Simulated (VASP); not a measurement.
# Pb (Fm-3m) in VASP: further runs, part 2 of 2

VASP 6.6.1. The steps go on from the part before.

## 5. Single point, PBEsol (16.52 Å³/atom)

This run uses another cell than the first one, of 16.52 Å³/atom.

INCAR

```
SYSTEM = Pb
PREC = Accurate
ENCUT = 520
EDIFF = 1E-7
ISMEAR = -1
SIGMA = 0.1
LREAL = .False.
LASPH = .True.
NELM = 80
ALGO = Normal
ISIF = 2
LWAVE = .False.
LCHARG = .False.
GGA = PS
NBANDS = 13
```

KPOINTS

```
regular mesh
0
Gamma
  15 15 15
  0 0 0
```

POSCAR

```
Pb
1.0
    0.0000000000      2.0215473687      2.0215473687
    2.0215473687      0.0000000000      2.0215473687
    2.0215473687      2.0215473687      0.0000000000
Pb
1
Direct
    0.0000000000      0.0000000000      0.0000000000
```

Potentials or basis: VASP PAW PBE potentials, release 64 (Pb_d).

Launch:

```
cat potpaw_PBE.64/Pb_d/POTCAR > POTCAR
mpirun -np 1 vasp_std > vasp.out
```

OUTCAR:

```text
SYSTEM = Pb
   PREC = Accurate
   ENCUT = 520
   EDIFF = 1E-7
   ISMEAR = -1
   LREAL = .False.
   LASPH = .True.
   NELM = 80
   ISIF = 2
   GGA = PS

 ion  position               nearest neighbor table
   1  0.000  0.000  0.000-

  LATTYP: Found a face centered cubic cell.
 ALAT       =     4.0430947374

  Lattice vectors:

 A1 = (   0.0000000000,   2.0215473687,   2.0215473687)
 A2 = (   2.0215473687,   0.0000000000,   2.0215473687)
 A3 = (   2.0215473687,   2.0215473687,   0.0000000000)

Analysis of symmetry for initial positions (statically):
=====================================================================
 Subroutine PRICEL returns:
 Original cell was already a primitive cell.

 Routine SETGRP: Setting up the symmetry group for a
 face centered cubic supercell.

 Subroutine GETGRP returns: Found 48 space group operations
 (whereof 48 operations were pure point group operations)
 out of a pool of 48 trial point group operations.

The static configuration has the point symmetry O_h .

Analysis of symmetry for dynamics (positions and initial velocities):
=====================================================================
 Subroutine PRICEL returns:
 Original cell was already a primitive cell.

 Routine SETGRP: Setting up the symmetry group for a
 face centered cubic supercell.

 Subroutine GETGRP returns: Found 48 space group operations
 (whereof 48 operations were pure point group operations)
 out of a pool of 48 trial point group operations.

The dynamic configuration has the point symmetry O_h .

 Subroutine INISYM returns: Found 48 space group operations
 (whereof 48 operations are pure point group operations),
 and found     1 'primitive' translations

----------------------------------------------------------------------------------------

                                     Primitive cell

  volume of cell :      16.5227

  direct lattice vectors                    reciprocal lattice vectors
     0.000000000  2.021547369  2.021547369    -0.247335288  0.247335288  0.247335288
     2.021547369  0.000000000  2.021547369     0.247335288 -0.247335288  0.247335288
     2.021547369  2.021547369  0.000000000     0.247335288  0.247335288 -0.247335288

  length of vectors
     2.858899706  2.858899706  2.858899706     0.428397285  0.428397285  0.428397285

  position of ions in fractional coordinates (direct lattice)
     0.000000000  0.000000000  0.000000000

  ion indices of the primitive-cell ions
   primitive index   ion index
                 1           1

----------------------------------------------------------------------------------------

 KPOINTS: regular mesh

Automatic generation of k-mesh.
 Grid dimensions read from file:
 generate k-points for:   15   15   15

 Generating k-lattice:

  Cartesian coordinates                     Fractional coordinates (reciprocal lattice)
    -0.016489019  0.016489019  0.016489019     0.066666667  0.000000000  0.000000000
     0.016489019 -0.016489019  0.016489019     0.000000000  0.066666667  0.000000000
     0.016489019  0.016489019 -0.016489019     0.000000000  0.000000000  0.066666667

  Length of vectors
     0.028559819  0.028559819  0.028559819

  Shift w.r.t. Gamma in fractional coordinates (k-lattice)
     0.000000000  0.000000000  0.000000000

 Subroutine IBZKPT returns following result:
 ===========================================

 Found    120 irreducible k-points:

 Following reciprocal coordinates:
            Coordinates               Weight
  0.000000  0.000000  0.000000      1.000000
  0.066667  0.000000  0.000000      8.000000
  0.133333  0.000000  0.000000      8.000000
  0.200000  0.000000  0.000000      8.000000
  0.266667  0.000000  0.000000      8.000000
  0.333333  0.000000  0.000000      8.000000
[... 16 lines left out ...]
  0.133333  0.133333  0.000000      6.000000
  0.200000  0.133333  0.000000     24.000000
 [... further k-points ...]
   k-points           NKPTS =    120   k-points in BZ     NKDIM =    120   number of bands    NBANDS=     13
   number of dos      NEDOS =    301   number of ions     NIONS =      1
   total plane-waves  NPLWV =  13824
   dimension x,y,z NGX =    24 NGY =   24 NGZ =   24
   dimension x,y,z NGXF=    48 NGYF=   48 NGZF=   48
   ions per type =               1
   NGX,Y,Z   is equivalent  to a cutoff of  13.96, 13.96, 13.96 a.u.
   NGXF,Y,Z  is equivalent  to a cutoff of  27.91, 27.91, 27.91 a.u.
 SYSTEM =  Pb
   PREC   = accura    normal or accurate (medium, high low for compatibility)
   ISTART =      0    job   : 0-new  1-cont  2-samecut
   ICHARG =      2    charge: 1-file 2-atom 10-const
   ISPIN  =      1    spin polarized calculation?
   LNONCOLLINEAR =      F non collinear calculations
   LSORBIT =      F    spin-orbit coupling
   LASPH  =      T    aspherical Exc in radial PAW
   ENCUT  =  520.0 eV  38.22 Ry    6.18 a.u.   5.32  5.32  5.32*2*pi/ulx,y,z
   NELM   =     80;   NELMIN=  2; NELMDL= -5     # of ELM steps
   EDIFF  = 0.1E-06   stopping-criterion for ELM
   LREAL  =      F    real-space projection
   EDIFFG = 0.1E-05   stopping-criterion for IOM
   NSW    =      0    number of steps for IOM
   IBRION =     -1    ionic relax: 0-MD 1-quasi-New 2-CG
   NFREE  =      0    steps in history (QN), initial steepest desc. (CG)
   ISIF   =      2    stress and relaxation
   ISYM   =      2    0-nonsym 1-usesym 2-fastsym
   POTIM  = 0.5000    time-step for ionic-motion
   TEBEG  =    0.0;   TEEND  =   0.0 temperature during run
   PSTRESS=    0.0 pullay stress
   NELECT =      14.0000    total number of electrons
   NUPDOWN=      -1.0000    fix difference up-down
   EMIN   =  10.00;   EMAX   =-10.00  energy-range for DOS
   EFERMI =   0.00;   METHOD = LEGACY
   ISMEAR =    -1;   SIGMA  =   0.10  broadening in eV -4-tet -1-fermi 0-gaus
   EFERMI_NEDOS =   21; number of points for ismear=-14 and -15
   IALGO  =     38    algorithm
   IMIX   =      4    mixing-type and parameters
     AMIX     =   0.40;   BMIX     =  1.00
     AMIX_MAG =   1.60;   BMIX_MAG =  1.00
  volume/ion in A,a.u.               =      16.52       111.50
  Fermi-wavevector in a.u.,A,eV,Ry     =   1.549139  2.927447 32.651672  2.399830
  Thomas-Fermi vector in A             =   2.653988
   LORBIT       =      0    0 simple, 1 ext, 2 COOP (PROOUT), +10 PAW based schemes
   GGA     = PS    functional components
   LHFCALC =     F    Hartree Fock is set to
   AEXX    =    0.0000 exact exchange contribution
   IVDW    =     0    specifies the selected vdW correction
   LEPSILON=     F    determine dielectric tensor
   LRPA    =     F    only Hartree local field effects (RPA)
 non-spin polarized calculation
  energy-cutoff  :      520.00
  volume of cell :       16.52
 maximum number of plane-waves:       459
 NGX is ok and might be reduce to    24
   NGX = 11   NGY = 11   NGZ = 11

 number of electron      13.9999998 magnetization

 Free energy of the ion-electron system (eV)
  ---------------------------------------------------
  ext. energy  EPLUGINS =         0.00000000
  ---------------------------------------------------
  free energy    TOTEN  =        -1.11353359 eV

  energy without entropy =       -1.10150759  energy(sigma->0) =       -1.10752059

 E-fermi :  16.9264     XC(G=0): -13.6238

 val. band max:       16.9098744768   @ k =   0.4000   0.2667   0.0000
 cond. band min:      17.1243129488   @ k =  -0.4667   0.4000   0.0667
 fundamental gap:      0.2144384720
 Fermi energy:        16.9264447643

 k-point     1 :       0.0000    0.0000    0.0000
  band No.  band energies     occupation
      1      -2.0339      2.00000
      2      -2.0339      2.00000
      3      -2.0339      2.00000
      4      -1.3388      2.00000
      5      -1.2721      2.00000
      6      -1.2721      2.00000
      7      25.4273      0.00000
      8      28.3356      0.00000
      9      28.3356      0.00000
     10      28.3356      0.00000
     11      34.3935      0.00000
     12      34.9652      0.00000
     13      34.9652      0.00000
[... 353 lines left out ...]
 k-point    24 :       0.2000    0.1333    0.0000
  band No.  band energies     occupation
      1      -2.2763      2.00000
      2      -1.7344      2.00000
      3      -1.7069      2.00000
      4      -1.6339      2.00000
      5      -1.1152      2.00000
      6       0.1612      2.00000
      7      23.3282      0.00000
      8      25.3506      0.00000
      9      25.7755      0.00000
     10      27.6649      0.00000
     11      28.9114      0.00000
     12      34.3857      0.00000
     13      34.4603      0.00000

 [... further k-points ...]

------------------------ aborting loop because EDIFF is reached ----------------------------------------

  FORCE on cell =-STRESS in cart. coord.  units (eV):
  Direction    XX          YY          ZZ          XY          YZ          ZX
  --------------------------------------------------------------------------------------
  -------------------------------------------------------------------------------------
  Total       12.7207360     12.7207360     12.7207360     -0.0000000      0.0000000     -0.0000000
  in kB     1233.5054099   1233.5054099   1233.5054099     -0.0000000      0.0000000     -0.0000000
  external PRESSURE =    1233.5054099 kB  Pullay stress =       0.0000000 kB

 VOLUME and BASIS-vectors are now :
 -----------------------------------------------------------------------------
  energy-cutoff  :      520.00
  volume of cell :       16.52
      direct lattice vectors                 reciprocal lattice vectors
     0.000000000  2.021547369  2.021547369    -0.247335288  0.247335288  0.247335288
     2.021547369  0.000000000  2.021547369     0.247335288 -0.247335288  0.247335288
     2.021547369  2.021547369  0.000000000     0.247335288  0.247335288 -0.247335288

 POSITION                                       TOTAL-FORCE (eV/Angst)
 -----------------------------------------------------------------------------------
      0.00000      0.00000      0.00000        -0.000000     -0.000000     -0.000000
 -----------------------------------------------------------------------------------
    total drift:                               -0.000000      0.000000     -0.000000

  FREE ENERGIE OF THE ION-ELECTRON SYSTEM (eV)
  ---------------------------------------------------
  free  energy   TOTEN  =        -1.1135335910 eV

  energy  without entropy=       -1.1015075897  energy(sigma->0) =       -1.10752059
```

It took 29 s on 1 thread of Intel Xeon 8259CL, shared host; peak memory 0.16 GiB.

Results:

* Free energy: -1.1135 eV
* Pressure: 123.4 GPa
* Band gap on the k mesh: zero (bands 7 and 8 overlap by 11.70 eV)

Caveat: the cell stands under pressure; the PAW data sets were made with another functional, which shifts forces and pressure a little; spin-orbit coupling is left out, which moves the levels of the heavy elements.

## 6. Single point, PBEsol (19.53 Å³/atom)

This run uses another cell than the first one, of 19.53 Å³/atom.

INCAR

```
SYSTEM = Pb
PREC     = Accurate       ! precision mode
ENCUT    = 520            ! plane-wave cutoff, eV
EDIFF    = 1E-7           ! SCF threshold, eV
ISMEAR   = -1             ! smearing method
SIGMA    = 0.1            ! smearing width, eV
LREAL    = .FALSE.        ! projectors in reciprocal space
LASPH    = .TRUE.         ! aspherical terms in the spheres
NELM     = 100            ! most SCF steps
ALGO     = Normal         ! electronic algorithm
ISIF     = 2              ! what is computed and relaxed
LWAVE    = .FALSE.        ! write WAVECAR
LCHARG   = .TRUE.         ! write CHGCAR
GGA      = PS             ! functional
LELF     = .TRUE.         ! ELF
LVHAR    = .TRUE.       
NBANDS   = 13             ! bands
```

KPOINTS

```
Automatic mesh
0
G
  15 15 15
  0 0 0
```

POSCAR

```
Pb
1.0
    0.0000000000      2.1373098038      2.1373098038
    2.1373098038      0.0000000000      2.1373098038
    2.1373098038      2.1373098038      0.0000000000
Pb
1
Direct
    0.0000000000      0.0000000000      0.0000000000
```

Potentials or basis: VASP PAW PBE potentials, release 64 (Pb_d).

Launch:

```
cat potpaw_PBE.64/Pb_d/POTCAR > POTCAR
mpirun -np 1 vasp_std > vasp.out
```

OUTCAR:

```text
SYSTEM = Pb
   PREC = Accurate
   ENCUT = 520
   EDIFF = 1E-7
   ISMEAR = -1
   LREAL = .FALSE.
   LASPH = .TRUE.
   NELM = 100
   ISIF = 2
   GGA = PS

 ion  position               nearest neighbor table
   1  0.000  0.000  0.000-

  LATTYP: Found a face centered cubic cell.
 ALAT       =     4.2746196076

  Lattice vectors:

 A1 = (   0.0000000000,   2.1373098038,   2.1373098038)
 A2 = (   2.1373098038,   0.0000000000,   2.1373098038)
 A3 = (   2.1373098038,   2.1373098038,   0.0000000000)

Analysis of symmetry for initial positions (statically):
=====================================================================
 Subroutine PRICEL returns:
 Original cell was already a primitive cell.

 Routine SETGRP: Setting up the symmetry group for a
 face centered cubic supercell.

 Subroutine GETGRP returns: Found 48 space group operations
 (whereof 48 operations were pure point group operations)
 out of a pool of 48 trial point group operations.

The static configuration has the point symmetry O_h .

Analysis of symmetry for dynamics (positions and initial velocities):
=====================================================================
 Subroutine PRICEL returns:
 Original cell was already a primitive cell.

 Routine SETGRP: Setting up the symmetry group for a
 face centered cubic supercell.

 Subroutine GETGRP returns: Found 48 space group operations
 (whereof 48 operations were pure point group operations)
 out of a pool of 48 trial point group operations.

The dynamic configuration has the point symmetry O_h .

 Subroutine INISYM returns: Found 48 space group operations
 (whereof 48 operations are pure point group operations),
 and found     1 'primitive' translations

----------------------------------------------------------------------------------------

                                     Primitive cell

[... 112 lines left out ...]
   LORBIT       =      0    0 simple, 1 ext, 2 COOP (PROOUT), +10 PAW based schemes
   GGA     = PS    functional components
   LHFCALC =     F    Hartree Fock is set to
   AEXX    =    0.0000 exact exchange contribution
   IVDW    =     0    specifies the selected vdW correction
   LEPSILON=     F    determine dielectric tensor
   LRPA    =     F    only Hartree local field effects (RPA)
 non-spin polarized calculation
  energy-cutoff  :      520.00
  volume of cell :       19.53
 maximum number of plane-waves:       535
   NGX = 11   NGY = 11   NGZ = 11

 number of electron      14.0000000 magnetization

 Free energy of the ion-electron system (eV)
  ---------------------------------------------------
  ext. energy  EPLUGINS =         0.00000000
  ---------------------------------------------------
  free energy    TOTEN  =        -2.74690878 eV

  energy without entropy =       -2.73489796  energy(sigma->0) =       -2.74090337

 E-fermi :  13.5980     XC(G=0): -12.6460

 val. band max:       13.5907695129   @ k =  -0.4000   0.4667   0.0667
 cond. band min:      13.6193672377   @ k =  -0.3333   0.4667   0.2000
 fundamental gap:      0.0285977248
 Fermi energy:        13.5979641945

 k-point     1 :       0.0000    0.0000    0.0000
  band No.  band energies     occupation
      1      -4.5183      2.00000
      2      -4.5183      2.00000
      3      -4.5183      2.00000
      4      -4.0212      2.00000
      5      -4.0212      2.00000
      6      -2.4308      2.00000
      7      22.7807      0.00000
      8      24.2197      0.00000
      9      24.2197      0.00000
     10      24.2197      0.00000
     11      29.7879      0.00000
     12      29.7879      0.00000
     13      29.8084      0.00000
[... 354 lines left out ...]
  band No.  band energies     occupation
      1      -4.6677      2.00000
      2      -4.3096      2.00000
      3      -4.2951      2.00000
      4      -4.2052      2.00000
      5      -3.9147      2.00000
      6      -1.2149      2.00000
      7      19.2840      0.00000
      8      21.1139      0.00000
      9      22.0933      0.00000
     10      23.5246      0.00000
     11      24.6297      0.00000
     12      30.3389      0.00000
     13      30.5815      0.00000

 [... further k-points ...]

------------------------ aborting loop because EDIFF is reached ----------------------------------------

  FORCE on cell =-STRESS in cart. coord.  units (eV):
  Direction    XX          YY          ZZ          XY          YZ          ZX
  --------------------------------------------------------------------------------------
  -------------------------------------------------------------------------------------
  Total        7.1541147      7.1541147      7.1541147      0.0000000      0.0000000     -0.0000000
  in kB      586.9945274    586.9945274    586.9945274      0.0000000      0.0000000     -0.0000000
  external PRESSURE =     586.9945274 kB  Pullay stress =       0.0000000 kB

 VOLUME and BASIS-vectors are now :
 -----------------------------------------------------------------------------
  energy-cutoff  :      520.00
  volume of cell :       19.53
      direct lattice vectors                 reciprocal lattice vectors
     0.000000000  2.137309804  2.137309804    -0.233938945  0.233938945  0.233938945
     2.137309804  0.000000000  2.137309804     0.233938945 -0.233938945  0.233938945
     2.137309804  2.137309804  0.000000000     0.233938945  0.233938945 -0.233938945

 POSITION                                       TOTAL-FORCE (eV/Angst)
 -----------------------------------------------------------------------------------
      0.00000      0.00000      0.00000         0.000000      0.000000      0.000000
 -----------------------------------------------------------------------------------
    total drift:                               -0.000000      0.000000     -0.000000

  FREE ENERGIE OF THE ION-ELECTRON SYSTEM (eV)
  ---------------------------------------------------
  free  energy   TOTEN  =        -2.7469087794 eV

  energy  without entropy=       -2.7348979593  energy(sigma->0) =       -2.74090337
```

Wall time 29 s (1 thread of Intel Xeon 8259CL, shared host); peak memory 0.16 GiB.

What came out:

- Free energy: -2.7469 eV
- Pressure: 58.7 GPa
- Band gap on the k mesh: zero (bands 7 and 8 overlap by 12.01 eV)

Levels at points of the mesh, in eV from the Fermi level:
| k point | band 3 | band 4 | band 5 | band 6 | band 7 | band 8 | band 9 | band 10 | band 11 | band 12 |
| --- | --- | --- | --- | --- | --- | --- | --- | --- | --- | --- |
| (0.00, 0.00, 0.00) | -18.12 | -17.62 | -17.62 | -16.03 | 9.18 | 10.62 | 10.62 | 10.62 | 16.19 | 16.19 |

Caveat: the cell stands under pressure; the PAW data sets were made with another functional, which shifts forces and pressure a little; spin-orbit coupling is left out, which moves the levels of the heavy elements.

## 7. Summary

```csv
cell,gap on the mesh (eV),pressure (GPa)
"a = 2.571 Å, angles 60.0°, 1 atom",none,417.3
"a = 2.674 Å, angles 60.0°, 1 atom",none,271.4
"a = 2.859 Å, angles 60.0°, 1 atom",none,123.4
"a = 3.023 Å, angles 60.0°, 1 atom",none,58.7
```

Alike in all rows: task single point; level PBEsol; potentials or basis VASP PAW PBE potentials, release 64 (Pb_d); no spin polarisation; k mesh 15 × 15 × 15; cutoff (eV) 520; smearing fermi-dirac 0.1 eV.

Caveats: the cell stands under pressure; the PAW data sets were made with another functional, which shifts forces and pressure a little; spin-orbit coupling is left out, which moves the levels of the heavy elements.

Total energies depend on the potentials used, so only differences within one code and one set of settings carry meaning.
